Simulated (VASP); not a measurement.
# C in VASP: relaxation of the atoms with PBEsol

Aim: the relaxation of the atoms of C with PBEsol.

All numbers are computed with VASP 6.6.1; they aren't measurements. Logs are shortened: lines on timing, memory, paths and dates and some standing lists are left out, and cuts for length are marked.

### Step 1. The cell of the first run

The cell holds a slab with vacuum, 15 atoms: a = 2.513 Å, b = 2.513 Å, c = 27.438 Å, α = 90.00°, β = 90.00°, γ = 90.00°.

### Step 2. Relaxation of the atoms, PBEsol

Contents of INCAR:

```
SYSTEM = C
  PREC = Accurate
  ENCUT = 520
  EDIFF = 1E-6
  ISMEAR = 0
  SIGMA = 0.05
  LREAL = Auto
  LASPH = .True.
  NELM = 100
  ALGO = Normal
  ISIF = 2
  LWAVE = .False.
  LCHARG = .False.
  LDIPOL = .True.
  IDIPOL = 3
  DIPOL = 0.5 0.5 0.500
  GGA = PS
  IBRION = 2
  NSW = 80
  EDIFFG = -0.02
```

Contents of KPOINTS:

```
Automatic mesh
0
Gamma
  11 11 1
  0 0 0
```

Contents of POSCAR:

```
C
1.0
    2.5129226041      0.0000000000      0.0000000000
    0.0000000000      2.5129226041      0.0000000000
    0.0000000000      0.0000000000     27.4383322977
C
15
Direct
    0.0000000000      0.5000000000      0.2733402278
    0.0000000000      0.0000000000      0.3057201952
    0.5000000000      0.0000000000      0.3381001627
    0.5000000000      0.5000000000      0.3704801302
    0.0000000000      0.5000000000      0.4028600976
    0.0000000000      0.0000000000      0.4352400651
    0.5000000000      0.0000000000      0.4676200325
    0.5000000000      0.5000000000      0.5000000000
    0.0000000000      0.5000000000      0.5323799675
    0.0000000000      0.0000000000      0.5647599349
    0.5000000000      0.0000000000      0.5971399024
    0.5000000000      0.5000000000      0.6295198698
    0.0000000000      0.5000000000      0.6618998373
    0.0000000000      0.0000000000      0.6942798048
    0.5000000000      0.0000000000      0.7266597722
```

Potentials or basis: VASP PAW PBE potentials, release 64 (C).

The run is started by

```
$ cat potpaw_PBE.64/C/POTCAR > POTCAR
$ mpirun -np 1 vasp_std > vasp.out
```

OUTCAR:

```text
SYSTEM = C
   PREC = Accurate
   ENCUT = 520
   EDIFF = 1E-6
   ISMEAR = 0
   LREAL = Auto
   LASPH = .True.
   NELM = 100
   ISIF = 2
   GGA = PS
   IBRION = 2
   NSW = 80
   EDIFFG = -0.02

 ion  position               nearest neighbor table
   1  0.000  0.500  0.273-   2 1.54   2 1.54
   2  0.000  0.000  0.306-   1 1.54   1 1.54   3 1.54   3 1.54
   3  0.500  0.000  0.338-   2 1.54   4 1.54   4 1.54   2 1.54
   4  0.500  0.500  0.370-   5 1.54   5 1.54   3 1.54   3 1.54
   5  0.000  0.500  0.403-   4 1.54   4 1.54   6 1.54   6 1.54
   6  0.000  0.000  0.435-   7 1.54   7 1.54   5 1.54   5 1.54
   7  0.500  0.000  0.468-   6 1.54   6 1.54   8 1.54   8 1.54
   8  0.500  0.500  0.500-   7 1.54   9 1.54   7 1.54   9 1.54
   9  0.000  0.500  0.532-  10 1.54  10 1.54   8 1.54   8 1.54
  10  0.000  0.000  0.565-   9 1.54   9 1.54  11 1.54  11 1.54
  11  0.500  0.000  0.597-  12 1.54  12 1.54  10 1.54  10 1.54
  12  0.500  0.500  0.630-  11 1.54  11 1.54  13 1.54  13 1.54
  13  0.000  0.500  0.662-  12 1.54  14 1.54  14 1.54  12 1.54
  14  0.000  0.000  0.694-  15 1.54  15 1.54  13 1.54  13 1.54
  15  0.500  0.000  0.727-  14 1.54  14 1.54

  LATTYP: Found a simple tetragonal cell.
 ALAT       =     2.5129226041
 C/A-ratio  =    10.9188927080

  Lattice vectors:

 A1 = (   2.5129226041,   0.0000000000,   0.0000000000)
 A2 = (   0.0000000000,   2.5129226041,   0.0000000000)
 A3 = (   0.0000000000,   0.0000000000,  27.4383322977)

Analysis of symmetry for initial positions (statically):
=====================================================================
 Subroutine PRICEL returns:
 Original cell was already a primitive cell.

 Routine SETGRP: Setting up the symmetry group for a
 simple tetragonal supercell.

 Subroutine GETGRP returns: Found  8 space group operations
 (whereof  8 operations were pure point group operations)
 out of a pool of 16 trial point group operations.

The static configuration has the point symmetry D_2d.

Analysis of symmetry for dynamics (positions and initial velocities):
=====================================================================
 Subroutine PRICEL returns:
 Original cell was already a primitive cell.

 Routine SETGRP: Setting up the symmetry group for a
 simple tetragonal supercell.

 Subroutine GETGRP returns: Found  8 space group operations
 (whereof  8 operations were pure point group operations)
 out of a pool of 16 trial point group operations.

The dynamic configuration has the point symmetry D_2d.

 Subroutine INISYM returns: Found  8 space group operations
 (whereof  8 operations are pure point group operations),
 and found     1 'primitive' translations

----------------------------------------------------------------------------------------

                                     Primitive cell

  volume of cell :     173.2670

  direct lattice vectors                    reciprocal lattice vectors
     2.512922604  0.000000000  0.000000000     0.397943016  0.000000000  0.000000000
     0.000000000  2.512922604  0.000000000     0.000000000  0.397943016  0.000000000
     0.000000000  0.000000000 27.438332298     0.000000000  0.000000000  0.036445364

  length of vectors
     2.512922604  2.512922604 27.438332298     0.397943016  0.397943016  0.036445364

  position of ions in fractional coordinates (direct lattice)
     0.000000000  0.500000000  0.273340228
     0.000000000  0.000000000  0.305720195
     0.500000000  0.000000000  0.338100163
     0.500000000  0.500000000  0.370480130
     0.000000000  0.500000000  0.402860098
     0.000000000  0.000000000  0.435240065
     0.500000000  0.000000000  0.467620033
     0.500000000  0.500000000  0.500000000
     0.000000000  0.500000000  0.532379967
[... 73 lines left out ...]
  0.454545  0.454545  0.000000      4.000000
   k-points           NKPTS =     21   k-points in BZ     NKDIM =     21   number of bands    NBANDS=     38
   number of dos      NEDOS =    301   number of ions     NIONS =     15
   total plane-waves  NPLWV =  84000
   dimension x,y,z NGX =    20 NGY =   20 NGZ =  210
   dimension x,y,z NGXF=    40 NGYF=   40 NGZF=  420
   ions per type =              15
   NGX,Y,Z   is equivalent  to a cutoff of  13.23, 13.23, 12.72 a.u.
   NGXF,Y,Z  is equivalent  to a cutoff of  26.46, 26.46, 25.45 a.u.
 SYSTEM =  C
   PREC   = accura    normal or accurate (medium, high low for compatibility)
   ISTART =      0    job   : 0-new  1-cont  2-samecut
   ICHARG =      2    charge: 1-file 2-atom 10-const
   ISPIN  =      1    spin polarized calculation?
   LNONCOLLINEAR =      F non collinear calculations
   LSORBIT =      F    spin-orbit coupling
   LASPH  =      T    aspherical Exc in radial PAW
   ENCUT  =  520.0 eV  38.22 Ry    6.18 a.u.   4.67  4.67 51.02*2*pi/ulx,y,z
   NELM   =    100;   NELMIN=  2; NELMDL= -5     # of ELM steps
   EDIFF  = 0.1E-05   stopping-criterion for ELM
   LREAL  =      T    real-space projection
   EDIFFG = -.2E-01   stopping-criterion for IOM
   NSW    =     80    number of steps for IOM
   IBRION =      2    ionic relax: 0-MD 1-quasi-New 2-CG
   NFREE  =      1    steps in history (QN), initial steepest desc. (CG)
   ISIF   =      2    stress and relaxation
   ISYM   =      2    0-nonsym 1-usesym 2-fastsym
   POTIM  = 0.5000    time-step for ionic-motion
   TEBEG  =    0.0;   TEEND  =   0.0 temperature during run
   PSTRESS=    0.0 pullay stress
   NELECT =      60.0000    total number of electrons
   NUPDOWN=      -1.0000    fix difference up-down
   EMIN   =  10.00;   EMAX   =-10.00  energy-range for DOS
   EFERMI =   0.00;   METHOD = LEGACY
   ISMEAR =     0;   SIGMA  =   0.05  broadening in eV -4-tet -1-fermi 0-gaus
   EFERMI_NEDOS =   21; number of points for ismear=-14 and -15
   IALGO  =     38    algorithm
   IMIX   =      4    mixing-type and parameters
     AMIX     =   0.40;   BMIX     =  1.00
     AMIX_MAG =   1.60;   BMIX_MAG =  1.00
  volume/ion in A,a.u.               =      11.55        77.95
  Fermi-wavevector in a.u.,A,eV,Ry     =   1.149617  2.172462 17.981729  1.321620
  Thomas-Fermi vector in A             =   2.286286
   LORBIT       =      0    0 simple, 1 ext, 2 COOP (PROOUT), +10 PAW based schemes
   GGA     = PS    functional components
   LHFCALC =     F    Hartree Fock is set to
   AEXX    =    0.0000 exact exchange contribution
   IVDW    =     0    specifies the selected vdW correction
   LEPSILON=     F    determine dielectric tensor
   LRPA    =     F    only Hartree local field effects (RPA)
 conjugate gradient relaxation of ions
 non-spin polarized calculation
 Gauss-broadening in eV      SIGMA  =   0.05
  energy-cutoff  :      520.00
  volume of cell :      173.27
 maximum number of plane-waves:      4739
 NGX is ok and might be reduce to    20
   NGX =  9   NGY =  9   NGZ =103

--------------------------------------- Ionic step        1  -------------------------------------------

 number of electron      60.0000007 magnetization

 Free energy of the ion-electron system (eV)
  ---------------------------------------------------
  ext. energy  EPLUGINS =         0.00000000
  ---------------------------------------------------
  free energy    TOTEN  =      -137.11254562 eV

  energy without entropy =     -137.10993600  energy(sigma->0) =     -137.11124081

------------------------ aborting loop because EDIFF is reached ----------------------------------------

  FORCE on cell =-STRESS in cart. coord.  units (eV):
  Direction    XX          YY          ZZ          XY          YZ          ZX
  --------------------------------------------------------------------------------------
  -------------------------------------------------------------------------------------
  Total       -4.5100926     -4.5100926     -3.6226107      0.0000000      0.0000000      0.0000000
  in kB      -41.7042295    -41.7042295    -33.4978016      0.0000000      0.0000000      0.0000000
  external PRESSURE =     -38.9687536 kB  Pullay stress =       0.0000000 kB
[... 128 lines left out ...]
  FREE ENERGIE OF THE ION-ELECTRON SYSTEM (eV)
  ---------------------------------------------------
  free  energy   TOTEN  =      -137.3373448122 eV

  energy  without entropy=     -137.3353892409  energy(sigma->0) =     -137.33636703

[... ionic steps 4 to 16 ...]

--------------------------------------- Ionic step       17  -------------------------------------------

 number of electron      60.0000006 magnetization

 dipolmoment           0.000000      0.000000      0.000000 electrons x Angstroem

------------------------ aborting loop because EDIFF is reached ----------------------------------------

  FORCE on cell =-STRESS in cart. coord.  units (eV):
  Direction    XX          YY          ZZ          XY          YZ          ZX
  --------------------------------------------------------------------------------------
  -------------------------------------------------------------------------------------
  Total       -3.5316806     -3.5316806     -0.0681170      0.0000000      0.0000000      0.0000000
  in kB      -32.6569835    -32.6569835     -0.6298691      0.0000000      0.0000000      0.0000000
  external PRESSURE =     -21.9812787 kB  Pullay stress =       0.0000000 kB
[... 85 lines left out ...]
--------------------------------------- Ionic step       19  -------------------------------------------

 number of electron      60.0000006 magnetization

 dipolmoment           0.000000      0.000000     -0.000000 electrons x Angstroem

 Free energy of the ion-electron system (eV)
  ---------------------------------------------------
  ext. energy  EPLUGINS =         0.00000000
  ---------------------------------------------------
  free energy    TOTEN  =      -137.35144142 eV

  energy without entropy =     -137.34921537  energy(sigma->0) =     -137.35032840

 E-fermi :   1.1973     XC(G=0):  -7.3245

 val. band max:        1.1312546942   @ k =   0.0909   0.0000   0.0000
 cond. band min:       1.2236868571   @ k =   0.0000   0.0000   0.0000
 fundamental gap:      0.0924321629
 Fermi energy:         1.1973325022

 k-point     1 :       0.0000    0.0000    0.0000
  band No.  band energies     occupation
      1     -20.7354      2.00000
      2     -20.2018      2.00000
      3     -19.4013      2.00000
      4     -18.3369      2.00000
      5     -17.0103      2.00000
      6     -15.4222      2.00000
[... 850 lines left out ...]
     37       7.1390      0.00000
     38       7.8892      0.00000

------------------------ aborting loop because EDIFF is reached ----------------------------------------

 vacuum level on the upper side and lower side of the slab       (xc-potential included)        -0.057        -0.057

  FORCE on cell =-STRESS in cart. coord.  units (eV):
  Direction    XX          YY          ZZ          XY          YZ          ZX
  --------------------------------------------------------------------------------------
  -------------------------------------------------------------------------------------
  Total       -3.5222566     -3.5222566      0.0153342      0.0000000      0.0000000      0.0000000
  in kB      -32.5698406    -32.5698406      0.1417937      0.0000000      0.0000000      0.0000000
  external PRESSURE =     -21.6659625 kB  Pullay stress =       0.0000000 kB
[... 30 lines left out ...]
  FREE ENERGIE OF THE ION-ELECTRON SYSTEM (eV)
  ---------------------------------------------------
  free  energy   TOTEN  =      -137.3514414242 eV

  energy  without entropy=     -137.3492153669  energy(sigma->0) =     -137.35032840

 reached required accuracy - stopping structural energy minimisation

 vacuum level on the upper side and lower side of the slab         8.427         8.427
```

Run time: 24 min. Hardware: 1 thread of Intel Xeon Platinum 8488C (Sapphire Rapids), shared host; peak memory 0.31 GiB.

Results:

| Quantity | Value |
| --- | --- |
| Free energy | -137.3514 eV |
| Energy gained by relaxing | 15.9 meV/atom |
| Ionic steps | 19 |
| Largest force after relaxing | 0.019 eV/Å |
| Band gap on the k mesh | zero (bands 30 and 31 overlap by 0.26 eV) |

Forces on the atoms (eV/Å):
```
C    0.000  0.000 -0.007
C    0.000  0.000 -0.005
C    0.000  0.000  0.001
C    0.000  0.000  0.008
C    0.000  0.000  0.019
C    0.000  0.000  0.003
C    0.000  0.000 -0.002
C    0.000  0.000  0.000
C    0.000  0.000  0.002
C    0.000  0.000 -0.003
C    0.000  0.000 -0.019
C    0.000  0.000 -0.008
C    0.000  0.000 -0.001
C    0.000  0.000  0.005
C    0.000  0.000  0.007
```

Step by step:
```
step  energy change (eV)  largest force (eV/Å)  pressure (GPa)
   1              0.0000                2.4087           -3.90
   2              0.1832                3.5666           -0.51
   3             -0.2248                0.3939           -2.94
   4             -0.2248                0.4042           -2.91
   5             -0.2323                0.4293           -2.46
   6             -0.2354                0.1869           -2.61
   7             -0.2375                0.1310           -2.49
   8             -0.2377                0.1140           -2.52
   9             -0.2383                0.0796           -2.45
  10             -0.2383                0.0358           -2.47
  11             -0.2384                0.0628           -2.41
  12             -0.2384                0.0290           -2.44
  13             -0.2385                0.0256           -2.39
  14             -0.2387                0.0267           -2.33
  15             -0.2387                0.0433           -2.17
  16             -0.2388                0.0372           -2.23
  17             -0.2388                0.0244           -2.20
  18             -0.2389                0.0265           -2.16
  19             -0.2389                0.0192           -2.17
```

Final structure:
```
C
1.0
     2.51292    0.00000    0.00000
     0.00000    2.51292    0.00000
     0.00000    0.00000   27.43833
C
15
Direct
  0.00000 0.50000 0.27591
  0.00000 0.00000 0.30460
  0.50000 0.00000 0.33822
  0.50000 0.50000 0.37024
  0.00000 0.50000 0.40277
  0.00000 0.00000 0.43514
  0.50000 0.00000 0.46758
  0.50000 0.50000 0.50000
  0.00000 0.50000 0.53242
  0.00000 0.00000 0.56486
  0.50000 0.00000 0.59723
  0.50000 0.50000 0.62976
  0.00000 0.50000 0.66178
  0.00000 0.00000 0.69540
  0.50000 0.00000 0.72409
```

Levels at points of the mesh, in eV from the Fermi level:
```
           k point  band 27  band 28  band 29  band 30  band 31  band 32  band 33  band 34
(0.00, 0.00, 0.00)    -0.98    -0.98     0.03     0.12     3.47     3.47     3.73     3.74
```

Caveat: the PAW data sets were made with another functional, which shifts forces and pressure a little.

The gap in the log of VASP goes by the Fermi energy; the results here count the filled bands.